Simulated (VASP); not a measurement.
# In (Cmce) in VASP: further runs, part 2 of 2

VASP 6.6.1. Earlier steps stand in the parts before.

## (3) Single point, PBEsol

This run uses another cell than the first one, of 28.31 Å³/atom.

The input, INCAR:

```
SYSTEM = In
ALGO = Normal
EDIFF = 1E-7
ENCUT = 520
GGA = PS
ISIF = 2
ISMEAR = 0
LASPH = .True.
LCHARG = .True.
LELF = .True.
LREAL = .False.
LVHAR = .True.
LWAVE = .False.
NBANDS = 34
NELM = 80
PREC = Accurate
SIGMA = 0.1
```

The input, KPOINTS:

```
k-points
0
Gamma
  4 4 4
  0 0 0
```

The input, POSCAR:

```
In
1.0
    2.5715135167     -4.3188778416      0.0000000000
    2.5715135167      4.3188778416      0.0000000000
    0.0000000000      0.0000000000      5.0980026920
In
4
Direct
    0.1584687638      0.8415312362      0.0823851832
    0.6584687638      0.3415312362      0.4176148168
    0.8415312362      0.1584687638      0.9176148168
    0.3415312362      0.6584687638      0.5823851832
```

Potentials or basis: VASP PAW PBE potentials, release 64 (In_d).

Started as:

```sh
cat potpaw_PBE.64/In_d/POTCAR > POTCAR
mpirun -np 1 vasp_std > vasp.out
```

It took 2.2 min on 1 thread of Intel Xeon 8259CL, shared host; peak memory 0.26 GiB.

The run converged. Its results:

- Free energy: -11.7501 eV
- Pressure: 0.0 GPa
- Largest force: 0.042 eV/Å
- Band gap on the k mesh: zero (bands 26 and 27 overlap by 1.19 eV)

Forces on the atoms (eV/Å):
```
In   0.000  0.042  0.004
In   0.000  0.042 -0.004
In   0.000 -0.042 -0.004
In   0.000 -0.042  0.004
```

Stress tensor (GPa, compression positive):
```
 0.03  0.00  0.00
 0.00 -0.09  0.00
 0.00  0.00  0.01
```

Levels at points of the mesh, in eV from the Fermi level:
| k point | band 22 | band 23 | band 24 | band 25 | band 26 | band 27 | band 28 | band 29 | band 30 | band 31 |
| --- | --- | --- | --- | --- | --- | --- | --- | --- | --- | --- |
| (0.00, 0.00, 0.00) | -3.74 | -3.15 | -1.88 | -1.46 | -0.44 | 0.76 | 0.90 | 1.15 | 3.98 | 4.47 |
| (0.50, 0.00, 0.00) | -7.35 | -2.98 | -2.98 | -1.09 | -1.09 | 0.72 | 0.72 | 3.50 | 3.50 | 4.58 |
| (0.50, 0.50, 0.00) | -6.03 | -3.80 | -2.73 | -1.60 | -1.21 | 1.13 | 1.30 | 2.47 | 3.15 | 3.81 |
| (0.00, 0.00, 0.50) | -7.81 | -0.60 | -0.60 | 0.04 | 0.04 | 0.13 | 0.13 | 1.77 | 1.77 | 3.51 |
| (0.50, 0.00, 0.50) | -6.16 | -5.34 | -5.34 | -1.22 | -1.22 | 0.57 | 0.57 | 5.85 | 5.85 | 6.64 |
| (0.50, 0.50, 0.50) | -6.50 | -4.50 | -4.50 | -0.97 | -0.97 | -0.87 | -0.87 | 5.51 | 5.51 | 6.50 |

Caveat: the PAW data sets were made with another functional, which shifts forces and pressure a little; spin-orbit coupling is left out, which moves the levels of the heavy elements.

## (4) Relaxation of cell and atoms, PBEsol

This run uses another cell than the first one, of 27.81 Å³/atom.

The input, INCAR:

```
ALGO = Fast
EDIFF = 1E-6
EDIFFG = -0.04
ENCUT = 600
GGA = PS
IBRION = 2
ISIF = 3
ISMEAR = 0
LASPH = True
LCHARG = False
LREAL = False
LWAVE = False
NELM = 80
NSW = 90
PREC = Accurate
SIGMA = 0.1
```

The input, KPOINTS:

```
k-points
0
Gamma
  4 4 4
```

The input, POSCAR:

```
In
1.0
    2.5398961735     -4.3046529956      0.0000000000
    2.5398961735      4.3046529956      0.0000000000
    0.0000000000      0.0000000000      5.0865493369
In
4
Direct
    0.1525000000      0.8475000000      0.0785000000
    0.6525000000      0.3475000000      0.4215000000
    0.8475000000      0.1525000000      0.9215000000
    0.3475000000      0.6525000000      0.5785000000
```

Started as:

```sh
cat potpaw_PBE.64/In_d/POTCAR > POTCAR
mpirun -np 1 vasp_std > vasp.out
```

It took 12 min on 1 thread of Intel Xeon 8259CL, shared host; peak memory 0.29 GiB.

The run converged. Its results:

| Property | Result |
| --- | --- |
| Free energy | -11.7504 eV |
| Relaxed volume | 28.33 Å³/atom |
| Relaxed cell | a = 5.036 Å, b = 5.036 Å, c = 5.085 Å, α = 90.00°, β = 90.00°, γ = 118.49° |
| Space group after relaxing (to 0.1 Å) | Cmce (No. 64) |
| Energy gained by relaxing | 15.2 meV/atom |
| Ionic steps | 6 |
| Pressure after relaxing | 0.0 GPa |
| Largest force after relaxing | 0.023 eV/Å |
| Band gap on the k mesh | zero (bands 26 and 27 overlap by 1.18 eV) |

Forces in eV/Å, atoms in the order of the input:
```
In   0.000 -0.008  0.022
In   0.000 -0.008 -0.022
In   0.000  0.008 -0.022
In   0.000  0.008  0.022
```

Stress tensor (GPa, compression positive):
```
-0.16  0.00  0.00
 0.00  0.03  0.00
 0.00  0.00  0.10
```

Step by step:
```csv
step,energy change (eV),largest force (eV/Å),pressure (GPa),volume (Å³)
1,0.0000,0.5874,0.91,111.23
2,-0.0505,0.1013,-0.22,113.77
3,-0.0505,0.1099,-0.21,113.72
4,-0.0564,0.0646,-0.02,113.29
5,-0.0593,0.0182,0.22,112.69
6,-0.0609,0.0230,-0.01,113.33
```

Final structure:
```
In
1.0
     2.57497   -4.32757    0.00000
     2.57497    4.32757    0.00000
     0.00000    0.00000    5.08529
In
4
Direct
  0.15791 0.84209 0.08017
  0.65791 0.34209 0.41983
  0.84209 0.15791 0.91983
  0.34209 0.65791 0.58017
```

Levels at points of the mesh, in eV from the Fermi level:
| k point | band 22 | band 23 | band 24 | band 25 | band 26 | band 27 | band 28 | band 29 | band 30 | band 31 |
| --- | --- | --- | --- | --- | --- | --- | --- | --- | --- | --- |
| (0.00, 0.00, 0.00) | -3.74 | -3.11 | -1.90 | -1.45 | -0.48 | 0.71 | 0.91 | 1.13 | 3.97 | 4.47 |
| (0.50, 0.00, 0.00) | -7.34 | -3.00 | -3.00 | -1.05 | -1.05 | 0.73 | 0.73 | 3.48 | 3.48 | 4.59 |
| (0.50, 0.50, 0.00) | -6.05 | -3.83 | -2.73 | -1.56 | -1.18 | 1.12 | 1.31 | 2.47 | 3.13 | 3.85 |
| (0.00, 0.00, 0.50) | -7.80 | -0.62 | -0.62 | 0.07 | 0.07 | 0.09 | 0.09 | 1.78 | 1.78 | 3.46 |
| (0.50, 0.00, 0.50) | -6.15 | -5.32 | -5.32 | -1.24 | -1.24 | 0.55 | 0.55 | 5.82 | 5.82 | 6.67 |
| (0.50, 0.50, 0.50) | -6.47 | -4.54 | -4.54 | -0.97 | -0.97 | -0.87 | -0.87 | 5.54 | 5.54 | 6.48 |

Caveat: the PAW data sets were made with another functional, which shifts forces and pressure a little; spin-orbit coupling is left out, which moves the levels of the heavy elements.

## (5) The runs side by side

| task | cell | k mesh | cutoff (eV) | gap on the mesh (eV) | pressure (GPa) | relaxed volume (Å³/atom) | largest force (eV/Å) |
| --- | --- | --- | --- | --- | --- | --- | --- |
| relaxation of cell and atoms | relaxed from a = 3.769, b = 3.769, c = 8.476 Å, angles 90.0, 90.0, 66.9°, 4 atoms, atomic positions A | 6 × 6 × 2 | 600 | none | -0.1 | 25.63 | - |
| single point | a = 5.026, b = 5.026, c = 5.098 Å, angles 90.0, 90.0, 118.5°, 4 atoms, atomic positions B | 4 × 4 × 4 | 520 | none | 0.0 | - | 0.04 |
| relaxation of cell and atoms | relaxed from a = 4.998, b = 4.998, c = 5.087 Å, angles 90.0, 90.0, 118.9°, 4 atoms, atomic positions C | 4 × 4 × 4 | 600 | none | 0.0 | 28.33 | 0.02 |

Alike in all rows: level PBEsol; potentials or basis VASP PAW PBE potentials, release 64 (In_d); no spin polarisation; smearing gaussian 0.1 eV.

Caveats: some runs use coarse meshes; the PAW data sets were made with another functional, which shifts forces and pressure a little; spin-orbit coupling is left out, which moves the levels of the heavy elements.

Absolute energies hang on the potentials; compare differences alone.
